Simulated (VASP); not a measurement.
# TiN (Fm-3m) in VASP: single point with PBE

Aim: the single point of TiN with PBE.

All numbers are computed with VASP 6.6.1; they aren't measurements. Logs are shortened: lines on timing, memory, paths and dates and some standing lists are left out, and cuts for length are marked.

### 1 The cell of the first run

The structure is cubic, space group Fm-3m (No. 225). The conventional cell has a = 4.238 Å, b = 4.238 Å, c = 4.238 Å, α = 90.00°, β = 90.00°, γ = 90.00°. Ti (site symmetry m-3m) has 6 N at 2.12 Å within 2.8 Å. Within 2.8 Å of N (site symmetry m-3m) lie 6 Ti at 2.12 Å.

### 2 Single point, PBE

Contents of INCAR:

```
  PREC = Accurate
  ENCUT = 520
  EDIFF = 1E-7
  ISMEAR = 0
  SIGMA = 0.05
  LREAL = Auto
  LASPH = T
  NELM = 80
  ALGO = Normal
  ISIF = 2
  LWAVE = F
  LCHARG = F
  GGA = PE
  NBANDS = 262
  LUSENCCL = F
```

Contents of KPOINTS:

```
Automatic mesh
0
Gamma
  2 2 2
```

Contents of POSCAR:

```
TiN
1.0
    0.0000000000      6.3570000000      6.3570000000
    6.3570000000      0.0000000000      6.3570000000
    6.3570000000      6.3570000000      0.0000000000
Ti N
27 27
Direct
    0.0000000000      0.0000000000      0.0000000000
    0.0000000000      0.0000000000      0.3333330000
    0.0000000000      0.0000000000      0.6666670000
    0.0000000000      0.3333330000      0.0000000000
    0.0000000000      0.3333330000      0.3333330000
    0.0000000000      0.3333330000      0.6666670000
    0.0000000000      0.6666670000      0.0000000000
    0.0000000000      0.6666670000      0.3333330000
    0.0000000000      0.6666670000      0.6666670000
    0.3333330000      0.0000000000      0.0000000000
    0.3333330000      0.0000000000      0.3333330000
    0.3333330000      0.0000000000      0.6666670000
    0.3333330000      0.3333330000      0.0000000000
    0.3333330000      0.3333330000      0.3333330000
    0.3333330000      0.3333330000      0.6666670000
    0.3333330000      0.6666670000      0.0000000000
    0.3333330000      0.6666670000      0.3333330000
    0.3333330000      0.6666670000      0.6666670000
    0.6666670000      0.0000000000      0.0000000000
    0.6666670000      0.0000000000      0.3333330000
    0.6666670000      0.0000000000      0.6666670000
    0.6666670000      0.3333330000      0.0000000000
    0.6666670000      0.3333330000      0.3333330000
    0.6666670000      0.3333330000      0.6666670000
    0.6666670000      0.6666670000      0.0000000000
    0.6666670000      0.6666670000      0.3333330000
    0.6666670000      0.6666670000      0.6666670000
    0.1666670000      0.1666670000      0.1666670000
    0.1666670000      0.1666670000      0.5000000000
    0.1666670000      0.1666670000      0.8333330000
    0.1666670000      0.5000000000      0.1666670000
    0.1666670000      0.5000000000      0.5000000000
    0.1666670000      0.5000000000      0.8333330000
    0.1666670000      0.8333330000      0.1666670000
    0.1666670000      0.8333330000      0.5000000000
    0.1666670000      0.8333330000      0.8333330000
    0.5000000000      0.1666670000      0.1666670000
    0.5000000000      0.1666670000      0.5000000000
    0.5000000000      0.1666670000      0.8333330000
    0.5000000000      0.5000000000      0.1666670000
    0.5000000000      0.5000000000      0.5000000000
    0.5000000000      0.5000000000      0.8333330000
    0.5000000000      0.8333330000      0.1666670000
    0.5000000000      0.8333330000      0.5000000000
    0.5000000000      0.8333330000      0.8333330000
    0.8333330000      0.1666670000      0.1666670000
    0.8333330000      0.1666670000      0.5000000000
    0.8333330000      0.1666670000      0.8333330000
    0.8333330000      0.5000000000      0.1666670000
    0.8333330000      0.5000000000      0.5000000000
    0.8333330000      0.5000000000      0.8333330000
    0.8333330000      0.8333330000      0.1666670000
    0.8333330000      0.8333330000      0.5000000000
    0.8333330000      0.8333330000      0.8333330000
```

Potentials or basis: VASP PAW PBE potentials, release 64 (Ti_sv, N).

Run with:

```
cat potpaw_PBE.64/Ti_sv/POTCAR potpaw_PBE.64/N/POTCAR > POTCAR
mpirun -np 1 vasp_std > vasp.out
```

OUTCAR:

```text
PREC = Accurate
   ENCUT = 520
   EDIFF = 1E-7
   ISMEAR = 0
   LREAL = Auto
   LASPH = T
   NELM = 80
   ISIF = 2
   GGA = PE

 ion  position               nearest neighbor table
   1  0.000  0.000  0.000-  30 2.12  34 2.12  36 2.12  46 2.12  48 2.12  52 2.12
   2  0.000  0.000  0.333-  34 2.12  46 2.12  35 2.12  47 2.12  53 2.12  28 2.12
   3  0.000  0.000  0.667-  36 2.12  48 2.12  29 2.12  47 2.12  35 2.12  54 2.12
   4  0.000  0.333  0.000-  30 2.12  46 2.12  33 2.12  49 2.12  51 2.12  28 2.12
   5  0.000  0.333  0.333-  28 2.12  47 2.12  49 2.12  50 2.12  31 2.12  29 2.12
   6  0.000  0.333  0.667-  29 2.12  30 2.12  48 2.12  51 2.12  50 2.12  32 2.12
[... 46 lines left out ...]
  53  0.833  0.833  0.500-  27 2.12  20 2.12   8 2.12   2 2.12  21 2.12   9 2.12
  54  0.833  0.833  0.833-   9 2.12  21 2.12  25 2.12  19 2.12   7 2.12   3 2.12

  LATTYP: Found a face centered cubic cell.
 ALAT       =    12.7140000000

  Lattice vectors:

 A1 = (   0.0000000000,   6.3570000000,   6.3570000000)
 A2 = (   6.3570000000,   0.0000000000,   6.3570000000)
 A3 = (   6.3570000000,   6.3570000000,   0.0000000000)

Analysis of symmetry for initial positions (statically):
=====================================================================
 Subroutine PRICEL returns following result:

  LATTYP: Found a face centered cubic cell.
 ALAT       =     4.2379957620

  Lattice vectors:

 A1 = (   0.0000000000,   2.1189978810,   2.1189978810)
 A2 = (   2.1189978810,   0.0000000000,   2.1189978810)
 A3 = (   2.1189978810,   2.1189978810,   0.0000000000)

  27 primitive cells build up your supercell.

 Routine SETGRP: Setting up the symmetry group for a
 face centered cubic supercell.

 Subroutine GETGRP returns: Found 48 space group operations
 (whereof 48 operations were pure point group operations)
 out of a pool of 48 trial point group operations.

The static configuration has the point symmetry O_h .

Analysis of symmetry for dynamics (positions and initial velocities):
=====================================================================
 Subroutine PRICEL returns following result:

  LATTYP: Found a face centered cubic cell.
 ALAT       =     4.2379957620

  Lattice vectors:

 A1 = (   0.0000000000,   2.1189978810,   2.1189978810)
 A2 = (   2.1189978810,   0.0000000000,   2.1189978810)
 A3 = (   2.1189978810,   2.1189978810,   0.0000000000)

  27 primitive cells build up your supercell.

 Routine SETGRP: Setting up the symmetry group for a
 face centered cubic supercell.

 Subroutine GETGRP returns: Found 48 space group operations
 (whereof 48 operations were pure point group operations)
 out of a pool of 48 trial point group operations.

The dynamic configuration has the point symmetry O_h .

 Subroutine INISYM returns: Found 48 space group operations
 (whereof 48 operations are pure point group operations),
 and found    27 'primitive' translations

----------------------------------------------------------------------------------------

                                     Primitive cell

  volume of cell :      19.0292

  direct lattice vectors                    reciprocal lattice vectors
     0.000000000  2.118997881  2.118997881    -0.235960595  0.235960595  0.235960595
     2.118997881  0.000000000  2.118997881     0.235960595 -0.235960595  0.235960595
     2.118997881  2.118997881  0.000000000     0.235960595  0.235960595 -0.235960595

  length of vectors
     2.996715542  2.996715542  2.996715542     0.408695738  0.408695738  0.408695738

  position of ions in fractional coordinates (direct lattice)
     0.000000000  0.000000000  0.000000000
     0.500001500  0.500001500  0.500001500

  ion indices of the primitive-cell ions
   primitive index   ion index
                 1           1
                 2          28

----------------------------------------------------------------------------------------

 KPOINTS: Automatic mesh

Automatic generation of k-mesh.
 Grid dimensions read from file:
 generate k-points for:    2    2    2

 Generating k-lattice:

  Cartesian coordinates                     Fractional coordinates (reciprocal lattice)
    -0.039326726  0.039326726  0.039326726     0.500000000  0.000000000  0.000000000
     0.039326726 -0.039326726  0.039326726     0.000000000  0.500000000  0.000000000
     0.039326726  0.039326726 -0.039326726     0.000000000  0.000000000  0.500000000

  Length of vectors
     0.068115888  0.068115888  0.068115888

  Shift w.r.t. Gamma in fractional coordinates (k-lattice)
     0.000000000  0.000000000  0.000000000

 Subroutine IBZKPT returns following result:
 ===========================================

 Found      3 irreducible k-points:

 Following reciprocal coordinates:
            Coordinates               Weight
  0.000000  0.000000  0.000000      1.000000
  0.500000  0.000000  0.000000      4.000000
  0.500000  0.500000  0.000000      3.000000
   k-points           NKPTS =      3   k-points in BZ     NKDIM =      3   number of bands    NBANDS=    262
   number of dos      NEDOS =    301   number of ions     NIONS =     54
   total plane-waves  NPLWV = 343000
   dimension x,y,z NGX =    70 NGY =   70 NGZ =   70
   dimension x,y,z NGXF=   140 NGYF=  140 NGZF=  140
   ions per type =              27  27
   NGX,Y,Z   is equivalent  to a cutoff of  12.94, 12.94, 12.94 a.u.
   NGXF,Y,Z  is equivalent  to a cutoff of  25.89, 25.89, 25.89 a.u.
 SYSTEM =  unknown system
   PREC   = accura    normal or accurate (medium, high low for compatibility)
   ISTART =      0    job   : 0-new  1-cont  2-samecut
   ICHARG =      2    charge: 1-file 2-atom 10-const
   ISPIN  =      1    spin polarized calculation?
   LNONCOLLINEAR =      F non collinear calculations
   LSORBIT =      F    spin-orbit coupling
   LASPH  =      T    aspherical Exc in radial PAW
   ENCUT  =  520.0 eV  38.22 Ry    6.18 a.u.  16.72 16.72 16.72*2*pi/ulx,y,z
   NELM   =     80;   NELMIN=  2; NELMDL= -5     # of ELM steps
   EDIFF  = 0.1E-06   stopping-criterion for ELM
   LREAL  =      T    real-space projection
   EDIFFG = 0.1E-05   stopping-criterion for IOM
   NSW    =      0    number of steps for IOM
   IBRION =     -1    ionic relax: 0-MD 1-quasi-New 2-CG
   NFREE  =      0    steps in history (QN), initial steepest desc. (CG)
   ISIF   =      2    stress and relaxation
   ISYM   =      2    0-nonsym 1-usesym 2-fastsym
   POTIM  = 0.5000    time-step for ionic-motion
   TEBEG  =    0.0;   TEEND  =   0.0 temperature during run
   PSTRESS=    0.0 pullay stress
   NELECT =     459.0000    total number of electrons
   NUPDOWN=      -1.0000    fix difference up-down
   EMIN   =  10.00;   EMAX   =-10.00  energy-range for DOS
   EFERMI =   0.00;   METHOD = LEGACY
   ISMEAR =     0;   SIGMA  =   0.05  broadening in eV -4-tet -1-fermi 0-gaus
   EFERMI_NEDOS =   21; number of points for ismear=-14 and -15
   IALGO  =     38    algorithm
   IMIX   =      4    mixing-type and parameters
     AMIX     =   0.40;   BMIX     =  1.00
     AMIX_MAG =   1.60;   BMIX_MAG =  1.00
  volume/ion in A,a.u.               =       9.51        64.21
  Fermi-wavevector in a.u.,A,eV,Ry     =   1.576704  2.979539 33.824024  2.485996
  Thomas-Fermi vector in A             =   2.677497
   LORBIT       =      0    0 simple, 1 ext, 2 COOP (PROOUT), +10 PAW based schemes
   GGA     = PE    functional components
   LHFCALC =     F    Hartree Fock is set to
   AEXX    =    0.0000 exact exchange contribution
   IVDW    =     0    specifies the selected vdW correction
   LEPSILON=     F    determine dielectric tensor
   LRPA    =     F    only Hartree local field effects (RPA)
 non-spin polarized calculation
 Gauss-broadening in eV      SIGMA  =   0.05
  energy-cutoff  :      520.00
  volume of cell :      513.79
 maximum number of plane-waves:     13888
 NGX is ok and might be reduce to    70
   NGX = 33   NGY = 33   NGZ = 33

 number of electron     459.0000005 magnetization

 Free energy of the ion-electron system (eV)
  ---------------------------------------------------
  ext. energy  EPLUGINS =         0.00000000
  ---------------------------------------------------
  free energy    TOTEN  =      -530.47727086 eV

  energy without entropy =     -530.42360977  energy(sigma->0) =     -530.45044031

 E-fermi :  11.4102     XC(G=0): -13.0353

 val. band max:       11.2699859862   @ k =   0.5000   0.5000   0.0000
 cond. band min:      11.4214807491   @ k =   0.5000   0.0000   0.0000
 fundamental gap:      0.1514947628
 Fermi energy:        11.4102452389

 k-point     1 :       0.0000    0.0000    0.0000
  band No.  band energies     occupation
      1     -46.4110      2.00000
      2     -46.3379      2.00000
      3     -46.3379      2.00000
      4     -46.3379      2.00000
      5     -46.3379      2.00000
      6     -46.3379      2.00000
[... 233 lines left out ...]
    240      12.5127      0.00000
    241      12.5127      0.00000

 k-point     2 :       0.5000    0.0000    0.0000
  band No.  band energies     occupation
      1     -46.3868      2.00000
      2     -46.3868      2.00000
      3     -46.3383      2.00000
      4     -46.3383      2.00000
      5     -46.3383      2.00000
      6     -46.3383      2.00000
[... 233 lines left out ...]
    240      12.3929      0.00000
    241      12.5812      0.00000

 k-point     3 :       0.5000    0.5000    0.0000
  band No.  band energies     occupation
      1     -46.3788      2.00000
      2     -46.3788      2.00000
      3     -46.3544      2.00000
      4     -46.3544      2.00000
      5     -46.3544      2.00000
      6     -46.3544      2.00000
[... 233 lines left out ...]
    240      12.0777      0.00000
    241      12.0777      0.00000
 [bands above 241 left out]

------------------------ aborting loop because EDIFF is reached ----------------------------------------

  FORCE on cell =-STRESS in cart. coord.  units (eV):
  Direction    XX          YY          ZZ          XY          YZ          ZX
  --------------------------------------------------------------------------------------
  -------------------------------------------------------------------------------------
  Total        6.6442938      6.6442938      6.6442938      0.0000000      0.0000000      0.0000000
  in kB       20.7191903     20.7191903     20.7191903      0.0000000      0.0000000      0.0000000
  external PRESSURE =      20.7191903 kB  Pullay stress =       0.0000000 kB

 VOLUME and BASIS-vectors are now :
 -----------------------------------------------------------------------------
  energy-cutoff  :      520.00
  volume of cell :      513.79
      direct lattice vectors                 reciprocal lattice vectors
     0.000000000  6.357000000  6.357000000    -0.078653453  0.078653453  0.078653453
     6.357000000  0.000000000  6.357000000     0.078653453 -0.078653453  0.078653453
     6.357000000  6.357000000  0.000000000     0.078653453  0.078653453 -0.078653453

 POSITION                                       TOTAL-FORCE (eV/Angst)
 -----------------------------------------------------------------------------------
      0.00000      0.00000      0.00000         0.000000     -0.000000      0.000000
      2.11900      2.11900      0.00000        -0.000000      0.000000      0.000000
      4.23800      4.23800      0.00000         0.000000     -0.000000      0.000000
      2.11900      0.00000      2.11900         0.000000     -0.000000     -0.000000
      4.23800      2.11900      2.11900        -0.000000      0.000000     -0.000000
      6.35700      4.23800      2.11900         0.000000     -0.000000     -0.000000
[... 46 lines left out ...]
      8.47600      8.47600     10.59500         0.000000     -0.000000      0.000000
     10.59500     10.59500     10.59500         0.000000      0.000000      0.000000
 -----------------------------------------------------------------------------------
    total drift:                                0.000000      0.000000      0.000000

  FREE ENERGIE OF THE ION-ELECTRON SYSTEM (eV)
  ---------------------------------------------------
  free  energy   TOTEN  =      -530.4772708558 eV

  energy  without entropy=     -530.4236097677  energy(sigma->0) =     -530.45044031
```

Wall time 2.4 min (1 × NVIDIA H100 80GB with 1 thread of AMD EPYC 7R13 (Zen 3), shared host); peak memory 1.7 GiB.

What came out:

```
Free energy : -530.4773 eV
Pressure    : 2.1 GPa
```

Caveat: the k points lie up to 0.43 Å⁻¹ apart.
